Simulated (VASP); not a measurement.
Input of a VASP 6.6.1 run:

The input INCAR:

```
ALGO = Normal ; EDIFF = 1E-7
EDIFFG = -0.008 ; ENCUT = 600
IBRION = 2 ; ISIF = 3
ISMEAR = 0 ; LASPH = True
LCHARG = False ; LREAL = False
LWAVE = False ; NELM = 80
NSW = 70 ; PREC = Accurate
PSTRESS = -10.0 ; SIGMA = 0.02
```

KPOINTS

```
k-points
0
Gamma
  6 6 4
```

POSCAR

```
SiO2
1.0
    5.0551262644      0.0000000000      0.0000000000
   -2.5275631322      4.3778677643      0.0000000000
    0.0000000000      0.0000000000      5.5428679339
Si O
3 6
Direct
    0.0000000000      0.5000000000      0.3333333333
    0.5000000000      0.5000000000      0.6666666667
    0.5000000000      0.0000000000      0.0000000000
    0.5843949023      0.7921974511      0.8333333333
    0.7921974511      0.5843949023      0.5000000000
    0.7921974511      0.2078025489      0.1666666667
    0.4156050977      0.2078025489      0.8333333333
    0.2078025489      0.4156050977      0.5000000000
    0.2078025489      0.7921974511      0.1666666667
```

Potentials or basis: VASP PAW LDA potentials, release 64 (Si, O).

Command:

```bash
$ cat potpaw_LDA.64/Si/POTCAR potpaw_LDA.64/O/POTCAR > POTCAR
$ mpirun -np 1 vasp_std > vasp.out
```

(1) Predict the space group after relaxing (to 0.1 Å).

(2) Estimate the relaxed cell.

Results:

(1) P6_422 (No. 181).

(2) a = 5.053 Å, b = 5.053 Å, c = 5.542 Å, α = 90.00°, β = 90.00°, γ = 120.00°.
